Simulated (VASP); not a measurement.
Here is a VASP 6.6.1 calculation.

The input INCAR:

```
SYSTEM = LiH
PREC = Accurate
ENCUT = 520
EDIFF = 1E-7
ISMEAR = 0
SIGMA = 0.05
LREAL = .False.
LASPH = .True.
NELM = 60
ALGO = Normal
ISIF = 2
LWAVE = .False.
LCHARG = .False.
GGA = CA
NBANDS = 9
```

Contents of KPOINTS:

```
regular mesh
0
Gamma
  10 10 10
  0 0 0
```

The input POSCAR:

```
LiH
1.0
    0.0000000000      2.0325000000      2.0325000000
    2.0325000000      0.0000000000      2.0325000000
    2.0325000000      2.0325000000      0.0000000000
Li H
1 1
Direct
    0.0000000000      0.0000000000      0.0000000000
    0.5000000000      0.5000000000      0.5000000000
```

Potentials or basis: VASP PAW LDA potentials, release 64 (Li_sv, H).

Run with:

```console
$ cat potpaw_LDA.64/Li_sv/POTCAR potpaw_LDA.64/H/POTCAR > POTCAR
$ mpirun -np 1 vasp_std > vasp.out
```

Task: What does it give for the band gap on the k mesh?

Result: 2.64 eV, direct.

 A k mesh can miss the band edges.
